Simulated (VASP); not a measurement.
# Ag (I4/mmm) in VASP: a series of runs

Runs on Ag. Level: PBE. Tasks: single point.

Everything below comes from runs of VASP 6.6.1. Logs are shortened: lines on timing, memory, paths and dates and some standing lists are left out, and cuts for length are marked.

## Step 1: The cell of the first run

The structure is tetragonal, space group I4/mmm (No. 139). The conventional cell has a = 2.973 Å, b = 2.973 Å, c = 4.036 Å, α = 90.00°, β = 90.00°, γ = 90.00°. Ag (site symmetry 4/mmm) has 12 Ag at 2.91 to 2.97 Å within 3.8 Å.

## Step 2: Single point, PBE

Contents of INCAR:

```
SYSTEM = Ag
  ALGO = Fast
  EDIFF = 1E-6
  ENCUT = 520
  GGA = PE
  ISIF = 2
  ISMEAR = 0
  LASPH = .TRUE.
  LCHARG = .FALSE.
  LREAL = .FALSE.
  LWAVE = .FALSE.
  NBANDS = 12
  NELM = 60
  PREC = Accurate
  SIGMA = 0.15
```

Contents of KPOINTS:

```
k-points
0
G
  28 28 28
  0 0 0
```

Contents of POSCAR:

```
Ag
1.0
    0.0000000000      2.1020046497      2.0179244638
    2.1020046497      0.0000000000      2.0179244638
    2.1020046497      2.1020046497      0.0000000000
Ag
1
Direct
    0.0000000000      0.0000000000      0.0000000000
```

Potentials or basis: VASP PAW PBE potentials, release 64 (Ag).

Started as:

```bash
cat potpaw_PBE.64/Ag/POTCAR > POTCAR
mpirun -np 1 vasp_std > vasp.out
```

OUTCAR:

```text
SYSTEM = Ag
   EDIFF = 1E-6
   ENCUT = 520
   GGA = PE
   ISIF = 2
   ISMEAR = 0
   LASPH = .TRUE.
   LREAL = .FALSE.
   NELM = 60
   PREC = Accurate

 ion  position               nearest neighbor table
   1  0.000  0.000  0.000-

  LATTYP: Found a body centered tetragonal cell.
 ALAT       =     2.9726834838
 C/A-ratio  =     1.3576450199

  Lattice vectors:

 A1 = (   0.0000000000,  -2.1020046497,  -2.0179244638)
 A2 = (   0.0000000000,   2.1020046497,  -2.0179244638)
 A3 = (   2.1020046497,   0.0000000000,   2.0179244638)

Analysis of symmetry for initial positions (statically):
=====================================================================
 Subroutine PRICEL returns:
 Original cell was already a primitive cell.

 Routine SETGRP: Setting up the symmetry group for a
 body centered tetragonal supercell.

 Subroutine GETGRP returns: Found 16 space group operations
 (whereof 16 operations were pure point group operations)
 out of a pool of 16 trial point group operations.

The static configuration has the point symmetry D_4h.

Analysis of symmetry for dynamics (positions and initial velocities):
=====================================================================
 Subroutine PRICEL returns:
 Original cell was already a primitive cell.

 Routine SETGRP: Setting up the symmetry group for a
 body centered tetragonal supercell.

 Subroutine GETGRP returns: Found 16 space group operations
 (whereof 16 operations were pure point group operations)
 out of a pool of 16 trial point group operations.

The dynamic configuration has the point symmetry D_4h.

 Subroutine INISYM returns: Found 16 space group operations
 (whereof 16 operations are pure point group operations),
 and found     1 'primitive' translations

----------------------------------------------------------------------------------------

                                     Primitive cell

  volume of cell :      17.8321

  direct lattice vectors                    reciprocal lattice vectors
     0.000000000  2.102004650  2.017924464    -0.237868170  0.237868170  0.247779344
     2.102004650  0.000000000  2.017924464     0.237868170 -0.237868170  0.247779344
     2.102004650  2.102004650  0.000000000     0.237868170  0.237868170 -0.247779344

  length of vectors
     2.913836421  2.913836421  2.972683484     0.417800355  0.417800355  0.417800355

  position of ions in fractional coordinates (direct lattice)
     0.000000000  0.000000000  0.000000000

  ion indices of the primitive-cell ions
   primitive index   ion index
                 1           1

----------------------------------------------------------------------------------------

 KPOINTS: k-points

Automatic generation of k-mesh.
 Grid dimensions read from file:
 generate k-points for:   28   28   28

 Generating k-lattice:

  Cartesian coordinates                     Fractional coordinates (reciprocal lattice)
    -0.008495292  0.008495292  0.008849262     0.035714286  0.000000000  0.000000000
     0.008495292 -0.008495292  0.008849262     0.000000000  0.035714286  0.000000000
     0.008495292  0.008495292 -0.008849262     0.000000000  0.000000000  0.035714286

  Length of vectors
     0.014921441  0.014921441  0.014921441

  Shift w.r.t. Gamma in fractional coordinates (k-lattice)
     0.000000000  0.000000000  0.000000000

 Subroutine IBZKPT returns following result:
 ===========================================

 Found   1639 irreducible k-points:

 Following reciprocal coordinates:
            Coordinates               Weight
  0.000000  0.000000  0.000000      1.000000
  0.035714  0.000000  0.000000      8.000000
  0.071429  0.000000  0.000000      8.000000
  0.107143  0.000000  0.000000      8.000000
  0.142857  0.000000  0.000000      8.000000
  0.178571  0.000000  0.000000      8.000000
[... 16 lines left out ...]
  0.285714  0.035714  0.000000      8.000000
  0.321429  0.035714  0.000000      8.000000
 [... further k-points ...]
   k-points           NKPTS =   1639   k-points in BZ     NKDIM =   1639   number of bands    NBANDS=     12
   number of dos      NEDOS =    301   number of ions     NIONS =      1
   total plane-waves  NPLWV =  13824
   dimension x,y,z NGX =    24 NGY =   24 NGZ =   24
   dimension x,y,z NGXF=    48 NGYF=   48 NGZF=   48
   ions per type =               1
   NGX,Y,Z   is equivalent  to a cutoff of  13.69, 13.69, 13.42 a.u.
   NGXF,Y,Z  is equivalent  to a cutoff of  27.39, 27.39, 26.84 a.u.
 SYSTEM =  Ag
   PREC   = accura    normal or accurate (medium, high low for compatibility)
   ISTART =      0    job   : 0-new  1-cont  2-samecut
   ICHARG =      2    charge: 1-file 2-atom 10-const
   ISPIN  =      1    spin polarized calculation?
   LNONCOLLINEAR =      F non collinear calculations
   LSORBIT =      F    spin-orbit coupling
   LASPH  =      T    aspherical Exc in radial PAW
   ENCUT  =  520.0 eV  38.22 Ry    6.18 a.u.   5.42  5.42  5.53*2*pi/ulx,y,z
   NELM   =     60;   NELMIN=  2; NELMDL= -5     # of ELM steps
   EDIFF  = 0.1E-05   stopping-criterion for ELM
   LREAL  =      F    real-space projection
   EDIFFG = 0.1E-04   stopping-criterion for IOM
   NSW    =      0    number of steps for IOM
   IBRION =     -1    ionic relax: 0-MD 1-quasi-New 2-CG
   NFREE  =      0    steps in history (QN), initial steepest desc. (CG)
   ISIF   =      2    stress and relaxation
   ISYM   =      2    0-nonsym 1-usesym 2-fastsym
   POTIM  = 0.5000    time-step for ionic-motion
   TEBEG  =    0.0;   TEEND  =   0.0 temperature during run
   PSTRESS=    0.0 pullay stress
   NELECT =      11.0000    total number of electrons
   NUPDOWN=      -1.0000    fix difference up-down
   EMIN   =  10.00;   EMAX   =-10.00  energy-range for DOS
   EFERMI =   0.00;   METHOD = LEGACY
   ISMEAR =     0;   SIGMA  =   0.15  broadening in eV -4-tet -1-fermi 0-gaus
   EFERMI_NEDOS =   21; number of points for ismear=-14 and -15
   IALGO  =     68    algorithm
   IMIX   =      4    mixing-type and parameters
     AMIX     =   0.40;   BMIX     =  1.00
     AMIX_MAG =   1.60;   BMIX_MAG =  1.00
  volume/ion in A,a.u.               =      17.83       120.34
  Fermi-wavevector in a.u.,A,eV,Ry     =   1.393601  2.633523 26.424181  1.942123
  Thomas-Fermi vector in A             =   2.517231
   LORBIT       =      0    0 simple, 1 ext, 2 COOP (PROOUT), +10 PAW based schemes
   GGA     = PE    functional components
   LHFCALC =     F    Hartree Fock is set to
   AEXX    =    0.0000 exact exchange contribution
   IVDW    =     0    specifies the selected vdW correction
   LEPSILON=     F    determine dielectric tensor
   LRPA    =     F    only Hartree local field effects (RPA)
 non-spin polarized calculation
 RMM-DIIS sequential band-by-band and
 Gauss-broadening in eV      SIGMA  =   0.15
  energy-cutoff  :      520.00
  volume of cell :       17.83
 maximum number of plane-waves:       515
 NGX is ok and might be reduce to    24
   NGX = 11   NGY = 11   NGZ = 11

 number of electron      10.9999998 magnetization

 Free energy of the ion-electron system (eV)
  ---------------------------------------------------
  ext. energy  EPLUGINS =         0.00000000
  ---------------------------------------------------
  free energy    TOTEN  =        -2.71799180 eV

  energy without entropy =       -2.71516984  energy(sigma->0) =       -2.71658082

 E-fermi :   7.8701     XC(G=0): -11.9441

 val. band max:        7.8587342979   @ k =  -0.3571   0.1786   0.0000
 cond. band min:       7.8773100485   @ k =  -0.2857   0.2500   0.0714
 fundamental gap:      0.0185757506
 Fermi energy:         7.8701204817

 k-point     1 :       0.0000    0.0000    0.0000
  band No.  band energies     occupation
      1       0.3787      2.00000
      2       3.0997      2.00000
      3       3.0997      2.00000
      4       3.3293      2.00000
      5       4.0027      2.00000
      6       4.2402      2.00000
      7      23.7678      0.00000
      8      26.9026      0.00000
      9      26.9026      0.00000
     10      27.3785      0.00000
     11      31.7554      0.00000
     12      32.3395      0.00000

 k-point     2 :       0.0357    0.0000    0.0000
  band No.  band energies     occupation
      1       0.4175      2.00000
      2       3.0983      2.00000
      3       3.1103      2.00000
      4       3.3321      2.00000
      5       4.0000      2.00000
      6       4.2349      2.00000
      7      23.7736      0.00000
      8      26.6117      0.00000
      9      26.9145      0.00000
     10      27.2922      0.00000
     11      31.8649      0.00000
     12      32.3594      0.00000

 k-point     3 :       0.0714    0.0000    0.0000
  band No.  band energies     occupation
      1       0.5322      2.00000
      2       3.0917      2.00000
      3       3.1403      2.00000
      4       3.3443      2.00000
      5       3.9936      2.00000
      6       4.2204      2.00000
      7      23.7490      0.00000
      8      25.7947      0.00000
      9      26.9463      0.00000
     10      27.2666      0.00000
     11      31.4896      0.00000
     12      32.4399      0.00000

 k-point     4 :       0.1071    0.0000    0.0000
  band No.  band energies     occupation
      1       0.7176      2.00000
      2       3.0778      2.00000
      3       3.1834      2.00000
      4       3.3709      2.00000
      5       3.9896      2.00000
      6       4.2014      2.00000
      7      23.4718      0.00000
      8      24.9739      0.00000
      9      26.9863      0.00000
     10      27.2872      0.00000
     11      30.9113      0.00000
     12      32.1014      0.00000

 k-point     5 :       0.1429    0.0000    0.0000
  band No.  band energies     occupation
      1       0.9619      2.00000
      2       3.0663      2.00000
      3       3.2288      2.00000
      4       3.4089      2.00000
      5       3.9986      2.00000
      6       4.1859      2.00000
      7      22.5878      0.00000
      8      24.6356      0.00000
      9      27.0144      0.00000
     10      27.3085      0.00000
     11      30.3968      0.00000
     12      31.5819      0.00000
[... 228 lines left out ...]
      1       1.4674      2.00000
      2       3.1359      2.00000
      3       3.2879      2.00000
      4       3.4491      2.00000
      5       4.1393      2.00000
      6       4.1533      2.00000
      7      20.4379      0.00000
      8      24.3399      0.00000
      9      26.0928      0.00000
     10      28.1204      0.00000
     11      29.8505      0.00000
     12      31.0439      0.00000

 k-point    22 :       0.2500    0.0357    0.0000
  band No.  band energies     occupation
      1       1.6908      2.00000
      2       3.2805      2.00000
      3       3.2989      2.00000
      4       3.4680      2.00000
      5       4.2053      2.00000
      6       4.2540      2.00000
      7      19.0730      0.00000
      8      24.1691      0.00000
      9      25.8680      0.00000
     10      28.1985      0.00000
     11      29.7670      0.00000
     12      30.7137      0.00000

 k-point    23 :       0.2857    0.0357    0.0000
  band No.  band energies     occupation
      1       1.8129      2.00000
      2       3.2531      2.00000
      3       3.4338      2.00000
      4       3.6361      2.00000
      5       4.3384      2.00000
      6       4.3780      2.00000
      7      17.7084      0.00000
      8      23.9389      0.00000
      9      25.6026      0.00000
     10      27.9759      0.00000
     11      29.9814      0.00000
     12      30.4460      0.00000

 k-point    24 :       0.3214    0.0357    0.0000
  band No.  band energies     occupation
      1       1.8455      2.00000
      2       3.2141      2.00000
      3       3.4047      2.00000
      4       4.0170      2.00000
      5       4.5121      2.00000
      6       4.5953      2.00000
      7      16.3668      0.00000
      8      23.6799      0.00000
      9      25.3164      0.00000
     10      27.5494      0.00000
     11      30.2375      0.00000
     12      30.2453      0.00000

 [... further k-points ...]

------------------------ aborting loop because EDIFF is reached ----------------------------------------

  FORCE on cell =-STRESS in cart. coord.  units (eV):
  Direction    XX          YY          ZZ          XY          YZ          ZX
  --------------------------------------------------------------------------------------
  -------------------------------------------------------------------------------------
  Total       -0.0347856     -0.0347856      0.0737476      0.0000000      0.0000000      0.0000000
  in kB       -3.1254149     -3.1254149      6.6260706      0.0000000      0.0000000      0.0000000
  external PRESSURE =       0.1250803 kB  Pullay stress =       0.0000000 kB

 VOLUME and BASIS-vectors are now :
 -----------------------------------------------------------------------------
  energy-cutoff  :      520.00
  volume of cell :       17.83
      direct lattice vectors                 reciprocal lattice vectors
     0.000000000  2.102004650  2.017924464    -0.237868170  0.237868170  0.247779344
     2.102004650  0.000000000  2.017924464     0.237868170 -0.237868170  0.247779344
     2.102004650  2.102004650  0.000000000     0.237868170  0.237868170 -0.247779344

 POSITION                                       TOTAL-FORCE (eV/Angst)
 -----------------------------------------------------------------------------------
      0.00000      0.00000      0.00000        -0.000000      0.000000     -0.000000
 -----------------------------------------------------------------------------------
    total drift:                               -0.000000      0.000000     -0.000000

  FREE ENERGIE OF THE ION-ELECTRON SYSTEM (eV)
  ---------------------------------------------------
  free  energy   TOTEN  =        -2.7179917964 eV

  energy  without entropy=       -2.7151698367  energy(sigma->0) =       -2.71658082
```

It took 2.8 min on 1 thread of Intel Xeon Platinum 8488C (Sapphire Rapids), shared host; peak memory 0.44 GiB.

What came out:

* Free energy: -2.7180 eV
* Pressure: 0.0 GPa

Stress tensor (GPa, compression positive):
```
-0.31  0.00  0.00
 0.00 -0.31  0.00
 0.00  0.00  0.66
```

Levels at points of the mesh, in eV from the Fermi level:
```csv
k point,band 3,band 4,band 5,band 6,band 7,band 8,band 9,band 10
"(0.00, 0.00, 0.00)",-4.77,-4.54,-3.87,-3.63,15.90,19.03,19.03,19.51
"(0.50, 0.00, 0.00)",-4.60,-3.06,-2.95,-0.32,3.32,15.00,16.90,17.97
"(0.50, 0.50, 0.00)",-3.04,-2.80,-2.80,2.07,7.02,9.92,9.92,16.14
"(0.50, 0.00, 0.50)",-3.04,-2.91,-2.74,1.38,6.03,10.63,10.67,16.84
```

[end of part 1 of 2]
